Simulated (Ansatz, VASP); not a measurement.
**Two plane-wave programs on BaO**

Contents of INCAR:

```
SYSTEM = BaO
PREC = Accurate ; ENCUT = 600
EDIFF = 1E-6 ; ISMEAR = 0
SIGMA = 0.01 ; LREAL = .FALSE.
LASPH = .TRUE. ; NELM = 120
ALGO = Normal ; ISIF = 2
LWAVE = .FALSE. ; LCHARG = .FALSE.
GGA = PE ; IVDW = 12
NBANDS = 15 ; GGA_COMPAT = .FALSE.
```

File KPOINTS:

```
Automatic mesh
0
G
  8 8 8
  0 0 0
```

The input POSCAR:

```
BaO
1.0
    0.0000000000      2.7861883605      2.7861883605
    2.7861883605      0.0000000000      2.7861883605
    2.7861883605      2.7861883605      0.0000000000
Ba O
1 1
Direct
    0.0000000000      0.0000000000      0.0000000000
    0.5000000000      0.5000000000      0.5000000000
```

Input for Ansatz:

```yaml
crystal:
  lattice:
    - [0.0, 2.7861883605054873, 2.7861883605054873]
    - [2.7861883605054873, 0.0, 2.7861883605054873]
    - [2.7861883605054873, 2.7861883605054873, 0.0]
  atoms:
    - { symbol: Ba, position: [0.0, 0.0, 0.0] }
    - { symbol: O, position: [0.5, 0.5, 0.5] }
basis:
  ecutwfc: 517.016338673772
kpoints:
  mp_grid:
    grid: [8, 8, 8]
hamiltonian:
  xc: pbe
  dispersion: d3bj
  pseudopotentials:
    kind: paw
scf:
  occupations:
    method: fixed
output:
  stress: true
```

Alike in both runs: task single point; functional PBE; dispersion D3(BJ); k mesh 8 × 8 × 8; no spin polarisation.

|  | VASP | Ansatz |
| --- | --- | --- |
| version | VASP 6.6.1 | Ansatz 0.2.0 |
| potentials or method | VASP PAW PBE potentials, release 64 (Ba_sv, O), cutoff 600 eV | plane waves, PAW |
| occupations | gaussian, width 0.01 eV | fixed |
| valence electrons in the cell | 16 | 16 |

|  | VASP | Ansatz | Ansatz less VASP |
| --- | --- | --- | --- |
| pressure (GPa) | -0.1 | -1.6 | -1.52 |

Spin-orbit coupling is off throughout.
